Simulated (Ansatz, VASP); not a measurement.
## One calculation of LiF, two programs

```
CELL_PARAMETERS angstrom
3.00929 0.00000 0.00000
-1.50465 2.60612 0.00000
0.00000 0.00000 4.44292
ATOMIC_POSITIONS crystal
Li 0.33333 0.66667 0.38107
Li 0.66667 0.33333 0.88107
F 0.33333 0.66667 0.99393
F 0.66667 0.33333 0.49393
```

Alike in both runs: task single point; functional PBE; k mesh 9 × 9 × 6; occupations gaussian, width 0.05 eV; no spin polarisation.

|  | VASP | Ansatz |
| --- | --- | --- |
| version | VASP 6.6.1 | Ansatz 0.2.0 |
| potentials or method | VASP PAW PBE potentials, release 64 (Li_sv, F), cutoff 520 eV | scalar-relativistic, plane waves, PAW |
| valence electrons in the cell | 20 | 20 |

```csv
,VASP,Ansatz,Ansatz less VASP
gap on the k mesh at the Fermi level (eV),8.47,8.48,+0.017
least direct gap on the mesh (eV),8.47,8.48,+0.017
rms of the force components (eV/Å),0.306,0.289,-0.0171
```

Atom by atom the forces differ by 0.017 eV/Å (rms over components).

Noted on VASP's run: the cutoff is short for stress, so the pressure is rough.
